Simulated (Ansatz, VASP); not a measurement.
# One calculation of KZnF3, two programs

Contents of INCAR:

```
PREC     = Accurate       # precision mode
ENCUT    = 520            # plane-wave cutoff, eV
EDIFF    = 1E-7           # SCF threshold, eV
ISMEAR   = 0              # smearing method
SIGMA    = 0.05           # smearing width, eV
LREAL    = F              # projectors in reciprocal space
LASPH    = T              # aspherical terms in the spheres
NELM     = 60             # most SCF steps
ALGO     = Normal         # electronic algorithm
ISIF     = 2              # what is computed and relaxed
LWAVE    = F              # write WAVECAR
LCHARG   = F              # write CHGCAR
GGA      = PE             # functional
NBANDS   = 29             # bands
```

File KPOINTS:

```
regular mesh
0
Gamma
  6 6 6
```

File POSCAR:

```
KZnF3
1.0
    4.0500000000      0.0000000000      0.0000000000
    0.0000000000      4.0500000000      0.0000000000
    0.0000000000      0.0000000000      4.0500000000
K Zn F
1 1 3
Direct
    0.0000000000      0.0000000000      0.0000000000
    0.5000000000      0.5000000000      0.5000000000
    0.5000000000      0.5000000000     -0.0370370370
    0.0000000000      0.5000000000      0.5000000000
    0.5000000000      0.0000000000      0.5000000000
```

Input for Ansatz:

```yaml
crystal:
  lattice:
    - [4.05, 0.0, 0.0]
    - [0.0, 4.05, 0.0]
    - [0.0, 0.0, 4.05]
  atoms:
    - { symbol: K, position: [0.0, 0.0, 0.0] }
    - { symbol: Zn, position: [0.5, 0.5, 0.5] }
    - { symbol: F, position: [0.5, 0.5, -0.037037037] }
    - { symbol: F, position: [0.0, 0.5, 0.5] }
    - { symbol: F, position: [0.5, 0.0, 0.5] }
basis:
  ecutwfc: 420
kpoints:
  mp_grid: { grid: [6, 6, 6] }
hamiltonian:
  xc: pbe
scf:
  occupations: { method: gaussian, width: 0.05 }
output:
  forces: true
  stress: true
  eigenvalues: true
```

Alike in both runs: task single point; functional PBE; k mesh 6 × 6 × 6; occupations gaussian, width 0.05 eV; no spin polarisation.

|  | VASP | Ansatz |
| --- | --- | --- |
| version | VASP 6.6.1 | Ansatz 0.2.0 |
| potentials or method | VASP PAW PBE potentials, release 64 (K_sv, Zn, F), cutoff 520 eV | scalar-relativistic, plane waves, PAW |
| valence electrons in the cell | 42 | 42 |

```csv
,VASP,Ansatz,Ansatz less VASP
gap on the k mesh at the Fermi level (eV),3.72,3.79,+0.072
least direct gap on the mesh (eV),5.59,5.64,+0.048
pressure (GPa),6.3,5.9,-0.40
"traceless stress, the component that is largest in VASP (GPa)",2.02,1.91,-0.114
rms of the force components (eV/Å),0.638,0.595,-0.0435
```

Atom by atom the forces differ by 0.045 eV/Å (rms over components).
